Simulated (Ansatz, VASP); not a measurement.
**Two plane-wave programs on HfB**

The input INCAR:

```
ALGO = Normal
EDIFF = 1E-6
ENCUT = 520
GGA = PE
ISIF = 2
ISMEAR = 0
LASPH = True
LCHARG = False
LREAL = False
LWAVE = False
NBANDS = 21
NELM = 60
PREC = Accurate
SIGMA = 0.1
```

File KPOINTS:

```
k-points
0
Gamma
  21 21 12
```

The input POSCAR:

```
HfB
1.0
    3.3411796041      0.0000000000      0.0000000000
   -1.6705898020      2.8935464157      0.0000000000
    0.0000000000      0.0000000000      6.1498098990
Hf B
2 2
Direct
    0.0000000000      0.0000000000      0.0000000000
    0.0000000000      0.0000000000      0.5000000000
    0.3333333333      0.6666666667      0.2500000000
    0.6666666667      0.3333333333      0.7500000000
```

Input for Ansatz:

```yaml
crystal:
  lattice:
    - [3.3411796041, 0.0, 0.0]
    - [-1.670589802, 2.8935464157, 0.0]
    - [0.0, 0.0, 6.149809899]
  atoms:
    - { symbol: Hf, position: [0.0, 0.0, 0.0] }
    - { symbol: B, position: [0.3333333333, 0.6666666667, 0.25] }
    - { symbol: Hf, position: [0.0, 0.0, 0.5] }
    - { symbol: B, position: [0.6666666667, 0.3333333333, 0.75] }
basis:
  ecutwfc: 420
kpoints:
  mp_grid: { grid: [21, 21, 12] }
hamiltonian:
  xc: pbe
scf:
  occupations: { method: gaussian, width: 0.1 }
output:
  forces: true
  stress: true
  eigenvalues: true
  write_density: true
  write_potential: true
  elf: true
  volumetric_format: npy
```

Alike in both runs: task single point; functional PBE; k mesh 21 × 21 × 12; occupations gaussian, width 0.1 eV; no spin polarisation.

```csv
,VASP,Ansatz
version,VASP 6.6.1,Ansatz 0.2.0
potentials or method,"VASP PAW PBE potentials, release 64 (Hf_pv, B), cutoff 520 eV","scalar-relativistic, plane waves, PAW"
valence electrons in the cell,26,58
```

Ansatz gave:

* gap on the k mesh at the Fermi level (eV): none
* pressure (GPa): 0.0

**Question.** What did VASP give for the same quantities?

**Answer.** gap on the k mesh at the Fermi level (eV): none; pressure (GPa): -0.2.

A gap of «none» marks a metal or a gap that the smearing closes. The functional is the same, so the differences come from potentials, cutoffs and numerics. VASP's potentials hold 26 valence electrons a cell and Ansatz's 58, so a difference there can come from the potentials and not from the codes.

Neither program's run includes spin-orbit coupling.
